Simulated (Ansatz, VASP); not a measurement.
**Two plane-wave programs on InSe**

INCAR

```
SYSTEM = InSe
ALGO = Normal
EDIFF = 1E-6
ENCUT = 520
GGA = PS
ISIF = 2
ISMEAR = 0
LASPH = .True.
LCHARG = .False.
LREAL = .False.
LWAVE = .False.
NBANDS = 27
NELM = 60
PREC = Accurate
SIGMA = 0.05
```

KPOINTS

```
k-points
0
Gamma
  8 8 6
  0 0 0
```

The input POSCAR:

```
InSe
1.0
    5.8749264423     -2.0552742521     -0.0052948673
    5.8749264423      2.0552742521     -0.0052948673
   -1.6051187023      0.0000000000      4.2720903652
In Se
2 2
Direct
    0.8858026589      0.8858026589      0.0290539339
    0.1141973411      0.1141973411      0.9709460661
    0.6495339685      0.6495339685      0.6286969775
    0.3452787783      0.3452787783      0.3625132294
```

Input for Ansatz:

```yaml
crystal:
  lattice:
    - [5.8749264423, -2.0552742521, -0.0052948673]
    - [5.8749264423, 2.0552742521, -0.0052948673]
    - [-1.6051187023, 0.0, 4.2720903652]
  atoms:
    - { symbol: In, position: [0.8858026589, 0.8858026589, 0.0290539339] }
    - { symbol: In, position: [0.1141973411, 0.1141973411, 0.9709460661] }
    - { symbol: Se, position: [0.6495339685, 0.6495339685, 0.6286969775] }
    - { symbol: Se, position: [0.3452787783, 0.3452787783, 0.3625132294] }
basis:
  ecutwfc: 420
kpoints:
  mp_grid: { grid: [8, 8, 6] }
hamiltonian:
  xc: pbesol
scf:
  occupations: { method: gaussian, width: 0.05 }
output:
  forces: true
  stress: true
  eigenvalues: true
```

Alike in both runs: task single point; functional PBEsol; k mesh 8 × 8 × 6; occupations gaussian, width 0.05 eV; no spin polarisation.

|  | VASP | Ansatz |
| --- | --- | --- |
| version | VASP 6.6.1 | Ansatz 0.2.0 |
| potentials or method | VASP PAW PBE potentials, release 64 (In_d, Se), cutoff 520 eV | scalar-relativistic, plane waves, PAW |
| valence electrons in the cell | 38 | 58 |

```csv
,VASP,Ansatz,Ansatz less VASP
gap on the k mesh at the Fermi level (eV),0.58,0.58,+0.006
least direct gap on the mesh (eV),0.96,0.96,+0.008
pressure (GPa),-0.3,-0.4,-0.09
"traceless stress, the component that is largest in VASP (GPa)",-0.49,-0.49,-0.004
rms of the force components (eV/Å),0.112,0.116,+0.0042
```

VASP's potentials were made for PBE, not for PBEsol. Atom by atom the forces differ by 0.009 eV/Å (rms over components). VASP's potentials hold 38 valence electrons a cell and Ansatz's 58, so a difference there can come from the potentials and not from the codes.
